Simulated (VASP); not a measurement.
Wanted: the native input for a VASP 6.6.1 run.

```yaml
Task: single point
Functional: BLYP
Dispersion: D3(BJ)
Potentials_or_basis: VASP PAW PBE potentials, release 64 (Ti_sv, O)
Cutoff: 520 eV
k_mesh: 9 × 6 × 4
Occupations: fermi-dirac, width 0.05 eV
Spin: no spin polarisation
Dipole_correction: no
Further_INCAR_settings: ALGO = Normal; EDIFF = 1e-06; NBANDS = 46
```

The structure of TiO2 lies in POSCAR:

```
TiO2
1.0
    2.9726276610     -0.0000598976      0.0001088426
    0.0001133929      4.6698796689      0.0929762514
    1.4860052027      0.3802812375      7.0783104701
Ti O
3 6
Direct
    0.0032384466      0.0003760979      0.0007029325
    0.3443785039      0.4589902980      0.3190856522
    0.6628933795      0.5417623806      0.6823209820
    0.4369770815      0.1733225316      0.1341478380
    0.7725562665      0.2862926986      0.4630408522
    0.0986614403      0.3248643012      0.8108743324
    0.9088376016      0.6758881553      0.1905326579
    0.2348906462      0.7144609944      0.5383681968
    0.5704176238      0.8274295524      0.8672595461
```

These files were run (other wordings do the same):

INCAR

```
PREC = Accurate
ENCUT = 520
EDIFF = 1E-6
ISMEAR = -1
SIGMA = 0.05
LREAL = False
LASPH = True
NELM = 80
ALGO = Normal
ISIF = 2
LWAVE = False
LCHARG = False
GGA = B5
ALDAX = 1.0
AGGAX = 1.0
AGGAC = 1.0
ALDAC = 0.0
IVDW = 12
VDW_S6 = 1.0
VDW_S8 = 2.6996
VDW_A1 = 0.4298
VDW_A2 = 4.2359
NBANDS = 46
```

KPOINTS

```
regular mesh
0
Gamma
  9 6 4
```

Potentials or basis: VASP PAW PBE potentials, release 64 (Ti_sv, O).

Run with:

```console
$ cat potpaw_PBE.64/Ti_sv/POTCAR potpaw_PBE.64/O/POTCAR > POTCAR
$ mpirun -np 1 vasp_std > vasp.out
```

It gave:

```json
{"Pressure": "1.1 GPa", "Largest force": "0.091 eV/Å", "Band gap on the k mesh": "2.15 eV (least direct gap 2.20 eV)", "Dispersion energy per atom": "-0.511 eV"}
```

Caveat: the PAW data sets were made with another functional, which shifts forces and pressure a little; an odd mesh through Γ misses points on the zone boundary, where band edges can lie.

It took 6.5 min on 1 thread of AMD EPYC 7R13 Processor (Zen 3) (shared host), peak memory 0.43 GiB.
